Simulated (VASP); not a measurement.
# BaMg3H3 (P4mm) in VASP: notebook, part 2 of 2

VASP 6.6.1.

### 5 Relaxation of cell and atoms, PBE

INCAR

```
ALGO     = Normal         # electronic algorithm
EDIFF    = 1E-6           # SCF threshold, eV
EDIFFG   = -0.04          # ionic threshold
ENCUT    = 600            # plane-wave cutoff, eV
GGA      = PE             # functional
IBRION   = 2              # ionic algorithm
ISIF     = 3              # what is computed and relaxed
ISMEAR   = 0              # smearing method
LASPH    = T              # aspherical terms in the spheres
LCHARG   = F              # write CHGCAR
LREAL    = F              # projectors in reciprocal space
LWAVE    = F              # write WAVECAR
NELM     = 60             # most SCF steps
NSW      = 90             # ionic steps
PREC     = Accurate       # precision mode
SIGMA    = 0.1            # smearing width, eV
```

KPOINTS

```
k-points
0
Gamma
  4 4 4
```

POSCAR

```
BaMg3H3
1.0
    4.7800026200      0.0000000000      0.0000000000
    0.0000000000      4.7800026200      0.0000000000
    0.0000000000      0.0000000000      5.7246768200
Ba Mg H
1 3 3
Direct
    0.0000000000      0.0000000000      0.4261544800
    0.5000000000      0.0000000000      0.0270343200
    0.0000000000      0.5000000000      0.0270343200
    0.5000000000      0.5000000000      0.3811027500
    0.5000000000      0.5000000000      0.8039672200
    0.5000000000      0.0000000000      0.4589806300
    0.0000000000      0.5000000000      0.4589806300
```

Potentials or basis: VASP PAW PBE potentials, release 64 (Ba_sv, Mg, H).

The run is started by

```sh
$ cat potpaw_PBE.64/Ba_sv/POTCAR potpaw_PBE.64/Mg/POTCAR potpaw_PBE.64/H/POTCAR > POTCAR
$ mpirun -np 1 vasp_std > vasp.out
```

OUTCAR:

```text
EDIFF = 1E-6
   EDIFFG = -0.04
   ENCUT = 600
   GGA = PE
   IBRION = 2
   ISIF = 3
   ISMEAR = 0
   LASPH = T
   LREAL = F
   NELM = 60
   NSW = 90
   PREC = Accurate

 ion  position               nearest neighbor table
   1  0.000  0.000  0.426-   6 2.40   7 2.40   7 2.40   6 2.40   3 3.31   2 3.31   2 3.31   3 3.31
                             4 3.39   4 3.39   4 3.39   4 3.39   3 4.19   2 4.19   3 4.19   2 4.19
   2  0.500  0.000  0.027-   4 3.13   4 3.13   1 3.31   1 3.31   3 3.38   3 3.38   3 3.38   3 3.38
                             1 4.19   1 4.19
   3  0.000  0.500  0.027-   4 3.13   4 3.13   1 3.31   1 3.31   2 3.38   2 3.38   2 3.38   2 3.38
                             1 4.19   1 4.19
   4  0.500  0.500  0.381-   2 3.13   3 3.13   2 3.13   3 3.13   1 3.39   1 3.39   1 3.39   1 3.39

   5  0.500  0.500  0.804-
   6  0.500  0.000  0.459-   1 2.40   1 2.40
   7  0.000  0.500  0.459-   1 2.40   1 2.40

  LATTYP: Found a simple tetragonal cell.
 ALAT       =     4.7800026200
 C/A-ratio  =     1.1976304774

  Lattice vectors:

 A1 = (   4.7800026200,   0.0000000000,   0.0000000000)
 A2 = (   0.0000000000,   4.7800026200,   0.0000000000)
 A3 = (   0.0000000000,   0.0000000000,   5.7246768200)

Analysis of symmetry for initial positions (statically):
=====================================================================
 Subroutine PRICEL returns:
 Original cell was already a primitive cell.

 Routine SETGRP: Setting up the symmetry group for a
 simple tetragonal supercell.

 Subroutine GETGRP returns: Found  8 space group operations
 (whereof  8 operations were pure point group operations)
 out of a pool of 16 trial point group operations.

The static configuration has the point symmetry C_4v.

Analysis of symmetry for dynamics (positions and initial velocities):
=====================================================================
 Subroutine PRICEL returns:
 Original cell was already a primitive cell.

 Routine SETGRP: Setting up the symmetry group for a
 simple tetragonal supercell.

 Subroutine GETGRP returns: Found  8 space group operations
 (whereof  8 operations were pure point group operations)
[... 135 lines left out ...]
   LRPA    =     F    only Hartree local field effects (RPA)
 conjugate gradient relaxation of ions
 non-spin polarized calculation
 Gauss-broadening in eV      SIGMA  =   0.10
  energy-cutoff  :      600.00
  volume of cell :      130.80
 maximum number of plane-waves:      4390
 NGX is ok and might be reduce to    40
   NGX = 19   NGY = 19   NGZ = 23

--------------------------------------- Ionic step        1  -------------------------------------------

 number of electron      18.9999998 magnetization

 Free energy of the ion-electron system (eV)
  ---------------------------------------------------
  ext. energy  EPLUGINS =         0.00000000
  ---------------------------------------------------
  free energy    TOTEN  =       -15.46591461 eV

  energy without entropy =      -15.46074018  energy(sigma->0) =      -15.46332739

------------------------ aborting loop because EDIFF is reached ----------------------------------------

  FORCE on cell =-STRESS in cart. coord.  units (eV):
  Direction    XX          YY          ZZ          XY          YZ          ZX
  --------------------------------------------------------------------------------------
  -------------------------------------------------------------------------------------
  Total        2.1771200      2.1771200      0.9381655      0.0000000     -0.0000000      0.0000000
  in kB       26.6677087     26.6677087     11.4916603      0.0000000     -0.0000000      0.0000000
  external PRESSURE =      21.6090259 kB  Pullay stress =       0.0000000 kB
[... 104 lines left out ...]
  FREE ENERGIE OF THE ION-ELECTRON SYSTEM (eV)
  ---------------------------------------------------
  free  energy   TOTEN  =       -15.9290780559 eV

  energy  without entropy=      -15.9239019653  energy(sigma->0) =      -15.92649001

[... ionic steps 4 to 42 ...]

--------------------------------------- Ionic step       43  -------------------------------------------

 number of electron      18.9999998 magnetization

------------------------ aborting loop because EDIFF is reached ----------------------------------------
[... 77 lines left out ...]
--------------------------------------- Ionic step       45  -------------------------------------------

 number of electron      18.9999998 magnetization

 Free energy of the ion-electron system (eV)
  ---------------------------------------------------
  ext. energy  EPLUGINS =         0.00000000
  ---------------------------------------------------
  free energy    TOTEN  =       -16.58295272 eV

  energy without entropy =      -16.57584883  energy(sigma->0) =      -16.57940077

 E-fermi :   2.1120     XC(G=0):  -8.3902

 val. band max:        2.0449788478   @ k =   0.5000   0.2500   0.2500
 cond. band min:       2.2241816574   @ k =   0.5000   0.2500   0.2500
 fundamental gap:      0.1792028095
 Fermi energy:         2.1120122469

 k-point     1 :       0.0000    0.0000    0.0000
  band No.  band energies     occupation
      1     -25.5650      2.00000
      2     -10.9372      2.00000
      3     -10.8688      2.00000
      4     -10.8688      2.00000
      5      -4.8891      2.00000
      6      -2.2579      2.00000
      7      -1.1318      2.00000
      8       0.4649      2.00000
      9       1.6177      2.00000
     10       2.9960      0.00000
     11       2.9960      0.00000
     12       4.4951      0.00000
     13       4.4951      0.00000
[... 304 lines left out ...]
  FREE ENERGIE OF THE ION-ELECTRON SYSTEM (eV)
  ---------------------------------------------------
  free  energy   TOTEN  =       -16.5829527224 eV

  energy  without entropy=      -16.5758488265  energy(sigma->0) =      -16.57940077

 reached required accuracy - stopping structural energy minimisation
```

Wall time 17 min (1 thread of Oxide Virtual Turin-like, shared host); peak memory 0.28 GiB.

Results:

* Free energy: -16.5830 eV
* Relaxed volume: 18.88 Å³/atom
* Relaxed cell: a = 4.817 Å, b = 4.817 Å, c = 5.696 Å, α = 90.00°, β = 90.00°, γ = 90.00°
* Space group after relaxing (to 0.05 Å): P4mm (No. 99)
* Energy gained by relaxing: 159.6 meV/atom
* Ionic steps: 45
* Pressure after relaxing: -0.2 GPa
* Largest force after relaxing: 0.025 eV/Å

Forces in eV/Å, atoms in the order of the input:
```
Ba   0.000  0.000 -0.017
Mg   0.000  0.000 -0.025
Mg   0.000  0.000 -0.025
Mg   0.000  0.000  0.015
H    0.000  0.000  0.006
H    0.000  0.000  0.022
H    0.000  0.000  0.022
```

The path:
| step | energy change (eV) | largest force (eV/Å) | pressure (GPa) | volume (Å³) |
| --- | --- | --- | --- | --- |
| 1 | 0.0000 | 1.4460 | 2.16 | 130.80 |
| 3 | -0.4632 | 0.6383 | -2.17 | 144.63 |
| 5 | -0.6843 | 0.1823 | 0.30 | 131.59 |
| 7 | -0.6861 | 0.0709 | 0.06 | 132.49 |
| 9 | -0.6999 | 0.2345 | -0.06 | 132.19 |
| 11 | -0.7094 | 0.0929 | -0.18 | 131.46 |
| 13 | -0.7238 | 0.1951 | 0.84 | 126.66 |
| 15 | -0.7235 | 0.2302 | 1.21 | 125.11 |
| 17 | -0.7272 | 0.2437 | 1.29 | 124.73 |
| 19 | -0.7457 | 0.3001 | 1.66 | 123.05 |
| 21 | -0.7836 | 0.2034 | 3.98 | 116.40 |
| 23 | -0.7913 | 0.2610 | 3.65 | 117.08 |
| 25 | -0.8013 | 0.2818 | 3.37 | 117.75 |
| 27 | -0.8255 | 0.1567 | 3.48 | 117.82 |
| 29 | -0.9224 | 0.1835 | 1.97 | 122.48 |
| 31 | -0.9835 | 0.2463 | -0.07 | 130.63 |
| 33 | -1.0218 | 0.2675 | -0.25 | 131.06 |
| 35 | -1.0543 | 0.2103 | -0.08 | 130.56 |
| 37 | -1.0730 | 0.2091 | 0.24 | 129.95 |
| 39 | -1.0958 | 0.0941 | -0.27 | 132.30 |
| 41 | -1.1126 | 0.0694 | 0.35 | 129.70 |
| 43 | -1.1155 | 0.0492 | 0.15 | 130.70 |
| 45 | -1.1170 | 0.0249 | -0.16 | 132.17 |

Final structure:
```xyz
7
Lattice="4.8171 0.0000 0.0000 0.0000 4.8171 0.0000 0.0000 0.0000 5.6960" Properties=species:S:1:pos:R:3 pbc="T T T"
Ba    0.0000    0.0000    2.2964
Mg    2.4085    0.0000    5.2051
Mg    4.8171    2.4085    5.2051
Mg    2.4085    2.4085    2.5826
H     2.4085    2.4085    4.5501
H     2.4085    4.8171    3.1334
H     0.0000    2.4085    3.1334
```

Levels at points of the mesh, in eV from the Fermi level:
```csv
k point,band 7,band 8,band 9,band 10,band 11,band 12
"(0.00, 0.00, 0.00)",-3.24,-1.65,-0.49,0.88,0.88,2.38
"(0.50, 0.00, 0.00)",-2.78,-1.86,-0.89,0.32,0.85,1.21
"(0.50, 0.50, 0.00)",-4.17,-1.42,-0.82,-0.50,-0.50,1.66
"(0.00, 0.00, 0.50)",-4.28,-0.99,0.38,0.38,1.42,1.87
"(0.50, 0.00, 0.50)",-3.03,-2.13,-1.45,0.74,1.41,2.33
"(0.50, 0.50, 0.50)",-4.23,-2.06,-1.08,-1.08,-0.28,2.33
```

Caveat: spin-orbit coupling is left out, which moves the levels of the heavy elements.

### 6 Single point, PBE

This run uses another cell than the first one, of 19.28 Å³/atom, 1.032 times its volume.

INCAR

```
SYSTEM = BaMg3H3
ALGO = Normal
EDIFF = 1E-6
ENCUT = 520
GGA = PE
ISIF = 2
ISMEAR = 0
LASPH = .True.
LCHARG = .False.
LREAL = .False.
LWAVE = .False.
NBANDS = 18
NELM = 80
PREC = Accurate
SIGMA = 0.1
```

KPOINTS

```
k-points
0
Gamma
  10 10 6
  0 0 0
```

POSCAR

```
BaMg3H3
1.0
    4.3610655298      0.0000000000      0.0000000000
    0.0000000000      4.3610655298      0.0000000000
    0.0000000000      0.0000000000      7.0977775466
Ba Mg H
1 3 3
Direct
    0.0000000000      0.0000000000      0.6316492856
    0.5000000000      0.0000000000      0.0754172649
    0.0000000000      0.5000000000      0.0754172649
    0.5000000000      0.5000000000      0.3759791993
    0.5000000000      0.5000000000      0.6452803556
    0.5000000000      0.0000000000      0.3897554897
    0.0000000000      0.5000000000      0.3897554897
```

Potentials or basis: VASP PAW PBE potentials, release 64 (Ba_sv, Mg, H).

The run is started by

```sh
$ cat potpaw_PBE.64/Ba_sv/POTCAR potpaw_PBE.64/Mg/POTCAR potpaw_PBE.64/H/POTCAR > POTCAR
$ mpirun -np 1 vasp_std > vasp.out
```

Run time: 2.3 min. Hardware: 1 thread of Oxide Virtual Turin-like, shared host; peak memory 0.35 GiB.

Results (log left out):

```yaml
Free_energy: -16.9624 eV
Pressure: 0.1 GPa
Largest_force: 0.050 eV/Å
```

Forces on the atoms (eV/Å):
```
Ba   0.000  0.000  0.050
Mg   0.000  0.000  0.007
Mg   0.000  0.000  0.007
Mg   0.000  0.000 -0.021
H    0.000  0.000 -0.005
H    0.000  0.000 -0.019
H    0.000  0.000 -0.019
```

Levels at points of the mesh, in eV from the Fermi level:
| k point | band 5 | band 6 | band 7 | band 8 | band 9 | band 10 | band 11 | band 12 | band 13 | band 14 |
| --- | --- | --- | --- | --- | --- | --- | --- | --- | --- | --- |
| (0.00, 0.00, 0.00) | -7.54 | -4.49 | -4.00 | -3.56 | 0.61 | 1.01 | 1.01 | 1.24 | 1.93 | 1.93 |
| (0.50, 0.00, 0.00) | -6.10 | -5.64 | -3.59 | -2.75 | -2.20 | -0.05 | 0.99 | 1.05 | 2.52 | 3.02 |
| (0.50, 0.50, 0.00) | -5.17 | -5.17 | -5.01 | -1.96 | -1.61 | -1.06 | -1.06 | 0.86 | 2.43 | 2.43 |
| (0.00, 0.00, 0.50) | -7.32 | -5.28 | -3.99 | -2.79 | 0.49 | 0.58 | 0.58 | 0.92 | 2.62 | 3.45 |
| (0.50, 0.00, 0.50) | -6.13 | -5.49 | -3.99 | -2.66 | -1.82 | 0.46 | 0.67 | 1.20 | 1.88 | 2.00 |
| (0.50, 0.50, 0.50) | -5.24 | -5.24 | -4.94 | -2.39 | -1.07 | -0.62 | -0.62 | 0.83 | 1.76 | 1.76 |

Caveat: spin-orbit coupling is left out, which moves the levels of the heavy elements.

### 7 Summary

| task | cell | k mesh | cutoff (eV) | gap on the mesh (eV) | pressure (GPa) | largest force (eV/Å) |
| --- | --- | --- | --- | --- | --- | --- |
| single point | a = 4.780, b = 4.780, c = 5.725 Å, 7 atoms | 4 × 4 × 4 | 520 | none | 2.1 | 1.45 |
| single point | a = 4.388, b = 4.388, c = 7.005 Å, 7 atoms | 4 × 4 × 4 | 520 | none | 0.1 | 0.05 |
| single point | a = 4.361, b = 4.361, c = 7.095 Å, 7 atoms | 8 × 8 × 6 | 520 | none | 0.1 | 0.05 |
| relaxation of cell and atoms | relaxed from a = 4.780, b = 4.780, c = 5.725 Å, 7 atoms | 4 × 4 × 4 | 600 | none | -0.2 | 0.02 |
| single point | a = 4.361, b = 4.361, c = 7.098 Å, 7 atoms | 10 × 10 × 6 | 520 | none | 0.1 | 0.05 |

Alike in all rows: level PBE; potentials or basis VASP PAW PBE potentials, release 64 (Ba_sv, Mg, H); no spin polarisation; smearing gaussian 0.1 eV.

Caveats: spin-orbit coupling is left out, which moves the levels of the heavy elements; forces of over 1 eV/Å act on the atoms, so gaps and moduli don't describe the material at rest (some runs).

Absolute energies hang on the potentials; compare differences alone.
